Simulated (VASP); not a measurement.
# TaW2 (P6/mmm) in VASP: a series of runs

Runs on TaW2. Level: PBE. Tasks: single point, relaxation of cell and atoms.

All numbers are computed with VASP 6.6.1; they aren't measurements. Logs are shortened: lines on timing, memory, paths and dates and some standing lists are left out, and cuts for length are marked.

### 1 The cell of the first run

Symmetry: P6/mmm, No. 191, hexagonal system. Conventional cell: a = 3.929 Å, b = 3.929 Å, c = 3.822 Å, α = 90.00°, β = 90.00°, γ = 120.00°. Within 4.0 Å of Ta (site symmetry 6/mmm) lie 12 W at 2.97 Å and 8 Ta at 3.82 to 3.93 Å. Within 3.0 Å of W (site symmetry -6m2) lie 3 W at 2.27 Å and 6 Ta at 2.97 Å.

The cell was generated, and may not be a known phase.

### 2 Single point, PBE

INCAR

```
SYSTEM = TaW2
PREC = Accurate ; ENCUT = 520
EDIFF = 1E-6 ; ISMEAR = 0
SIGMA = 0.1 ; LREAL = .False.
LASPH = .True. ; NELM = 80
ALGO = Fast ; ISIF = 2
LWAVE = .False. ; LCHARG = .False.
GGA = PE ; NBANDS = 26
```

KPOINTS

```
Automatic mesh
0
Gamma
  6 6 4
  0 0 0
```

POSCAR

```
TaW2
1.0
    3.9288728900      0.0000000000      0.0000000000
   -1.9644364500      3.4025037300      0.0000000000
    0.0000000000      0.0000000000      3.8224602300
Ta W
1 2
Direct
    0.0000000000      0.0000000000      0.0000000000
    0.3333333300      0.6666666700      0.5000000000
    0.6666666700      0.3333333300      0.5000000000
```

Potentials or basis: VASP PAW PBE potentials, release 64 (Ta_pv, W_sv).

The run is started by

```bash
cat potpaw_PBE.64/Ta_pv/POTCAR potpaw_PBE.64/W_sv/POTCAR > POTCAR
mpirun -np 1 vasp_std > vasp.out
```

OUTCAR:

```text
SYSTEM = TaW2
   PREC = Accurate
   ENCUT = 520
   EDIFF = 1E-6
   ISMEAR = 0
   LREAL = .False.
   LASPH = .True.
   NELM = 80
   ISIF = 2
   GGA = PE

 ion  position               nearest neighbor table
   1  0.000  0.000  0.000-   2 2.97   3 2.97   2 2.97   3 2.97   3 2.97   3 2.97   2 2.97   2 2.97
                             3 2.97   3 2.97   2 2.97   2 2.97
   2  0.333  0.667  0.500-   3 2.27   3 2.27   3 2.27   1 2.97   1 2.97   1 2.97   1 2.97   1 2.97
                             1 2.97
   3  0.667  0.333  0.500-   2 2.27   2 2.27   2 2.27   1 2.97   1 2.97   1 2.97   1 2.97   1 2.97
                             1 2.97

  LATTYP: Found a hexagonal cell.
 ALAT       =     3.9288728900
 C/A-ratio  =     0.9729152195

  Lattice vectors:

 A1 = (   3.9288728900,   0.0000000000,   0.0000000000)
 A2 = (  -1.9644364500,   3.4025037300,   0.0000000000)
 A3 = (   0.0000000000,   0.0000000000,   3.8224602300)

Analysis of symmetry for initial positions (statically):
=====================================================================
 Subroutine PRICEL returns:
 Original cell was already a primitive cell.

 Routine SETGRP: Setting up the symmetry group for a
 hexagonal supercell.

 Subroutine GETGRP returns: Found 24 space group operations
 (whereof 24 operations were pure point group operations)
 out of a pool of 24 trial point group operations.

The static configuration has the point symmetry D_6h.

Analysis of symmetry for dynamics (positions and initial velocities):
=====================================================================
 Subroutine PRICEL returns:
 Original cell was already a primitive cell.

 Routine SETGRP: Setting up the symmetry group for a
 hexagonal supercell.

 Subroutine GETGRP returns: Found 24 space group operations
 (whereof 24 operations were pure point group operations)
 out of a pool of 24 trial point group operations.

The dynamic configuration has the point symmetry D_6h.

 Subroutine INISYM returns: Found 24 space group operations
 (whereof 24 operations are pure point group operations),
 and found     1 'primitive' translations

----------------------------------------------------------------------------------------

                                     Primitive cell

  volume of cell :      51.0987

  direct lattice vectors                    reciprocal lattice vectors
     3.928872890  0.000000000  0.000000000     0.254525923  0.146950611  0.000000000
    -1.964436450  3.402503730  0.000000000     0.000000000  0.293901221  0.000000000
     0.000000000  0.000000000  3.822460230     0.000000000  0.000000000  0.261611617

  length of vectors
     3.928872890  3.928872892  3.822460230     0.293901221  0.293901221  0.261611617

  position of ions in fractional coordinates (direct lattice)
     0.000000000  0.000000000  0.000000000
     0.333333330  0.666666670  0.500000000
     0.666666670  0.333333330  0.500000000

  ion indices of the primitive-cell ions
   primitive index   ion index
                 1           1
                 2           2
                 3           3

----------------------------------------------------------------------------------------

 KPOINTS: Automatic mesh

Automatic generation of k-mesh.
 Grid dimensions read from file:
 generate k-points for:    6    6    4

 Generating k-lattice:

  Cartesian coordinates                     Fractional coordinates (reciprocal lattice)
     0.042420987  0.024491768  0.000000000     0.166666667  0.000000000  0.000000000
     0.000000000  0.048983537  0.000000000     0.000000000  0.166666667  0.000000000
     0.000000000  0.000000000  0.065402904     0.000000000  0.000000000  0.250000000

  Length of vectors
     0.048983537  0.048983537  0.065402904

  Shift w.r.t. Gamma in fractional coordinates (k-lattice)
     0.000000000  0.000000000  0.000000000

 Subroutine IBZKPT returns following result:
 ===========================================

 Found     21 irreducible k-points:

 Following reciprocal coordinates:
            Coordinates               Weight
  0.000000  0.000000  0.000000      1.000000
  0.166667  0.000000  0.000000      6.000000
  0.333333 -0.000000  0.000000      6.000000
  0.500000 -0.000000  0.000000      3.000000
  0.166667  0.166667  0.000000      6.000000
  0.333333  0.166667  0.000000     12.000000
[... 13 lines left out ...]
  0.333333  0.166667  0.500000     12.000000
  0.333333  0.333333  0.500000      2.000000
   k-points           NKPTS =     21   k-points in BZ     NKDIM =     21   number of bands    NBANDS=     26
   number of dos      NEDOS =    301   number of ions     NIONS =      3
   total plane-waves  NPLWV =  25200
   dimension x,y,z NGX =    30 NGY =   30 NGZ =   28
   dimension x,y,z NGXF=    60 NGYF=   60 NGZF=   56
   ions per type =               1   2
   NGX,Y,Z   is equivalent  to a cutoff of  12.69, 12.69, 12.18 a.u.
   NGXF,Y,Z  is equivalent  to a cutoff of  25.39, 25.39, 24.36 a.u.
 SYSTEM =  TaW2
   PREC   = accura    normal or accurate (medium, high low for compatibility)
   ISTART =      0    job   : 0-new  1-cont  2-samecut
   ICHARG =      2    charge: 1-file 2-atom 10-const
   ISPIN  =      1    spin polarized calculation?
   LNONCOLLINEAR =      F non collinear calculations
   LSORBIT =      F    spin-orbit coupling
   LASPH  =      T    aspherical Exc in radial PAW
   ENCUT  =  520.0 eV  38.22 Ry    6.18 a.u.   7.31  7.31  7.11*2*pi/ulx,y,z
   NELM   =     80;   NELMIN=  2; NELMDL= -5     # of ELM steps
   EDIFF  = 0.1E-05   stopping-criterion for ELM
   LREAL  =      F    real-space projection
   EDIFFG = 0.1E-04   stopping-criterion for IOM
   NSW    =      0    number of steps for IOM
   IBRION =     -1    ionic relax: 0-MD 1-quasi-New 2-CG
   NFREE  =      0    steps in history (QN), initial steepest desc. (CG)
   ISIF   =      2    stress and relaxation
   ISYM   =      2    0-nonsym 1-usesym 2-fastsym
   POTIM  = 0.5000    time-step for ionic-motion
   TEBEG  =    0.0;   TEEND  =   0.0 temperature during run
   PSTRESS=    0.0 pullay stress
   NELECT =      39.0000    total number of electrons
   NUPDOWN=      -1.0000    fix difference up-down
   EMIN   =  10.00;   EMAX   =-10.00  energy-range for DOS
   EFERMI =   0.00;   METHOD = LEGACY
   ISMEAR =     0;   SIGMA  =   0.10  broadening in eV -4-tet -1-fermi 0-gaus
   EFERMI_NEDOS =   21; number of points for ismear=-14 and -15
   IALGO  =     68    algorithm
   IMIX   =      4    mixing-type and parameters
     AMIX     =   0.40;   BMIX     =  1.00
     AMIX_MAG =   1.60;   BMIX_MAG =  1.00
  volume/ion in A,a.u.               =      17.03       114.94
  Fermi-wavevector in a.u.,A,eV,Ry     =   1.496097  2.827214 30.454018  2.238307
  Thomas-Fermi vector in A             =   2.608158
   LORBIT       =      0    0 simple, 1 ext, 2 COOP (PROOUT), +10 PAW based schemes
   GGA     = PE    functional components
   LHFCALC =     F    Hartree Fock is set to
   AEXX    =    0.0000 exact exchange contribution
   IVDW    =     0    specifies the selected vdW correction
   LEPSILON=     F    determine dielectric tensor
   LRPA    =     F    only Hartree local field effects (RPA)
 non-spin polarized calculation
 RMM-DIIS sequential band-by-band and
 Gauss-broadening in eV      SIGMA  =   0.10
  energy-cutoff  :      520.00
  volume of cell :       51.10
 maximum number of plane-waves:      1400
 NGX is ok and might be reduce to    30
   NGX = 15   NGY = 15   NGZ = 15

 number of electron      39.0000002 magnetization

 Free energy of the ion-electron system (eV)
  ---------------------------------------------------
  ext. energy  EPLUGINS =         0.00000000
  ---------------------------------------------------
  free energy    TOTEN  =       -32.67659673 eV

  energy without entropy =      -32.65989826  energy(sigma->0) =      -32.66824750

 E-fermi :   9.1569     XC(G=0): -12.9423

 val. band max:        9.1533397493   @ k =   0.1667   0.1667   0.2500
 cond. band min:       9.2001207547   @ k =   0.3333   0.3333   0.5000
 fundamental gap:      0.0467810054
 Fermi energy:         9.1569288937

 k-point     1 :       0.0000    0.0000    0.0000
  band No.  band energies     occupation
      1     -64.7428      2.00000
      2     -63.9802      2.00000
      3     -30.3029      2.00000
      4     -30.3029      2.00000
      5     -29.0427      2.00000
      6     -28.1623      2.00000
[... 18 lines left out ...]
     25      11.0792      0.00000
     26      13.2806      0.00000

 k-point     2 :       0.1667    0.0000    0.0000
  band No.  band energies     occupation
      1     -64.6995      2.00000
      2     -64.0270      2.00000
      3     -30.3688      2.00000
      4     -30.1823      2.00000
      5     -28.9884      2.00000
      6     -28.2145      2.00000
[... 18 lines left out ...]
     25      11.6857      0.00000
     26      11.9768      0.00000

 k-point     3 :       0.3333   -0.0000    0.0000
  band No.  band energies     occupation
      1     -64.5869      2.00000
      2     -64.1468      2.00000
      3     -30.4894      2.00000
      4     -29.8883      2.00000
      5     -28.8490      2.00000
      6     -28.3489      2.00000
[... 18 lines left out ...]
     25      11.9004      0.00000
     26      13.3135      0.00000

 k-point     4 :       0.5000   -0.0000    0.0000
  band No.  band energies     occupation
      1     -64.4957      2.00000
      2     -64.2417      2.00000
      3     -30.5451      2.00000
      4     -29.6923      2.00000
      5     -28.7367      2.00000
      6     -28.4583      2.00000
[... 18 lines left out ...]
     25      13.3636      0.00000
     26      13.4376      0.00000
[... 409 lines left out ...]
      1     -64.6196      2.00000
      2     -64.1114      2.00000
      3     -30.4795      2.00000
      4     -29.9245      2.00000
      5     -28.9255      2.00000
      6     -28.3350      2.00000
[... 18 lines left out ...]
     25      12.7708      0.00000
     26      13.3623      0.00000

 k-point    20 :       0.3333    0.1667    0.5000
  band No.  band energies     occupation
      1     -64.4952      2.00000
      2     -64.2412      2.00000
      3     -30.5976      2.00000
      4     -29.5529      2.00000
      5     -28.7964      2.00000
      6     -28.4873      2.00000
[... 18 lines left out ...]
     25      12.0396      0.00000
     26      13.6995      0.00000

 k-point    21 :       0.3333    0.3333    0.5000
  band No.  band energies     occupation
      1     -64.3691      2.00000
      2     -64.3691      2.00000
      3     -30.6772      2.00000
      4     -28.9780      2.00000
      5     -28.9780      2.00000
      6     -28.6466      2.00000
[... 18 lines left out ...]
     25      11.8705      0.00000
     26      14.0471      0.00000

------------------------ aborting loop because EDIFF is reached ----------------------------------------

  FORCE on cell =-STRESS in cart. coord.  units (eV):
  Direction    XX          YY          ZZ          XY          YZ          ZX
  --------------------------------------------------------------------------------------
  -------------------------------------------------------------------------------------
  Total       17.0906951     17.0906951      3.7230269     -0.0000000      0.0000000     -0.0000000
  in kB      535.8716038    535.8716035    116.7339529     -0.0000008      0.0000000     -0.0000000
  external PRESSURE =     396.1590534 kB  Pullay stress =       0.0000000 kB

 VOLUME and BASIS-vectors are now :
 -----------------------------------------------------------------------------
  energy-cutoff  :      520.00
  volume of cell :       51.10
      direct lattice vectors                 reciprocal lattice vectors
     3.928872890  0.000000000  0.000000000     0.254525923  0.146950611  0.000000000
    -1.964436450  3.402503730  0.000000000     0.000000000  0.293901221  0.000000000
     0.000000000  0.000000000  3.822460230     0.000000000  0.000000000  0.261611617

 POSITION                                       TOTAL-FORCE (eV/Angst)
 -----------------------------------------------------------------------------------
      0.00000      0.00000      0.00000         0.000000     -0.000000      0.000000
     -0.00000      2.26834      1.91123         0.000000     -0.000000      0.000000
      1.96444      1.13417      1.91123        -0.000000      0.000000      0.000000
 -----------------------------------------------------------------------------------
    total drift:                               -0.000000      0.000000      0.000000

  FREE ENERGIE OF THE ION-ELECTRON SYSTEM (eV)
  ---------------------------------------------------
  free  energy   TOTEN  =       -32.6765967342 eV

  energy  without entropy=      -32.6598982559  energy(sigma->0) =      -32.66824750
```

It took 36 s on 1 thread of Intel Xeon Platinum 8259CL at 2.50GHz (Skylake/Cascade Lake), shared host; peak memory 0.17 GiB.

Results:

```
Free energy            : -32.6766 eV
Pressure               : 39.6 GPa
Band gap on the k mesh : zero (an odd number of electrons rules out a gap without spin polarisation)
```

Stress tensor (GPa, compression positive):
```
53.59  0.00  0.00
 0.00 53.59  0.00
 0.00  0.00 11.67
```

Caveat: the k points lie up to 0.41 Å⁻¹ apart, too coarse for converged energies and pressures of a metal; spin-orbit coupling is left out, which moves the levels of the heavy elements.

[end of part 1 of 2]

The gap in the log of VASP goes by the Fermi energy; the results here count the filled bands.